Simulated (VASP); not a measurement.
Input of a VASP 6.6.1 run:

Contents of INCAR:

```
SYSTEM = Sc
ALGO     = Normal         ! electronic algorithm
EDIFF    = 1E-6           ! SCF threshold, eV
ENCUT    = 500            ! plane-wave cutoff, eV
GGA      = PS             ! functional
GGA_COMPAT= .False.      
ISIF     = 2              ! what is computed and relaxed
ISMEAR   = -1             ! smearing method
LASPH    = .True.         ! aspherical terms in the spheres
LCHARG   = .False.        ! write CHGCAR
LREAL    = .False.        ! projectors in reciprocal space
LWAVE    = .False.        ! write WAVECAR
NBANDS   = 18             ! bands
NELM     = 120            ! most SCF steps
PREC     = Accurate       ! precision mode
SIGMA    = 0.0816         ! smearing width, eV
```

The input KPOINTS:

```
k-points
0
Gamma
  9 9 5
  0 0 0
```

File POSCAR:

```
Sc
1.0
    3.2791370533      0.0000000000      0.0000000000
   -1.6395685267      2.8398159907      0.0000000000
    0.0000000000      0.0000000000      5.3122020264
Sc
2
Direct
    0.3333333330      0.6666666670      0.2500000000
    0.6666666670      0.3333333330      0.7500000000
```

Potentials or basis: VASP PAW PBE potentials, release 64 (Sc_sv).

Launch:

```sh
$ cat potpaw_PBE.64/Sc_sv/POTCAR > POTCAR
$ mpirun -np 1 vasp_std > vasp.out
```

**Question.** Estimate the band gap on the k mesh.

**Answer.** Zero (bands 11 and 12 overlap by 1.06 eV).

**Question.** Predict the pressure.

**Answer.** -2.2 GPa.

Stress tensor (GPa, compression positive):
```
-1.30  0.00  0.00
 0.00 -1.30  0.00
 0.00  0.00 -3.98
```

Caveat: the PAW data sets were made with another functional, which shifts forces and pressure a little.
